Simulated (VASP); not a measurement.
A run of VASP 6.6.1 is set up as follows.

Contents of INCAR:

```
  ALGO = Normal
  EDIFF = 1E-6
  ENCUT = 520
  ISIF = 2
  ISMEAR = -1
  ISPIN = 2
  LASPH = T
  LCHARG = F
  LMAXMIX = 4
  LORBIT = 11
  LREAL = F
  LWAVE = F
  MAGMOM = 1 0 0 0 0 0 0 0
  NBANDS = 49
  NELM = 150
  PREC = Accurate
  SIGMA = 0.1
```

File KPOINTS:

```
k-points
0
Gamma
  4 4 4
```

POSCAR

```
VCu3S4
1.0
    5.3912000000      0.0000000000      0.0000000000
    0.0000000000      5.3912000000      0.0000000000
    0.0000000000      0.0000000000      5.3912000000
V Cu S
1 3 4
Direct
    0.0000000000      0.0000000000      0.0000000000
    0.5000000000      0.0000000000      0.0000000000
    0.0000000000      0.5000000000      0.0000000000
    0.0000000000      0.0000000000      0.5000000000
    0.2372000000      0.2372000000      0.2372000000
    0.2372000000      0.7628000000      0.7628000000
    0.7628000000      0.7628000000      0.2372000000
    0.7628000000      0.2372000000      0.7628000000
```

Potentials or basis: VASP PAW LDA potentials, release 64 (V_sv, Cu, S).

The run is started by

```sh
$ cat potpaw_LDA.64/V_sv/POTCAR potpaw_LDA.64/Cu/POTCAR potpaw_LDA.64/S/POTCAR > POTCAR
$ mpirun -np 1 vasp_std > vasp.out
```

Q: Predict the band gap on the k mesh.

A: 0.99 eV (least direct gap 1.36 eV).

Q: Estimate the net moment.

A: 0.00 μB per cell.

Forces in eV/Å, atoms in the order of the input:
```
V    0.000  0.000  0.000
Cu   0.000  0.000  0.000
Cu   0.000  0.000  0.000
Cu   0.000  0.000  0.000
S   -0.300 -0.300 -0.300
S   -0.300  0.300  0.300
S    0.300  0.300 -0.300
S    0.300 -0.300  0.300
```

Caveat: the cell stands under tension. A k mesh can miss the band edges.
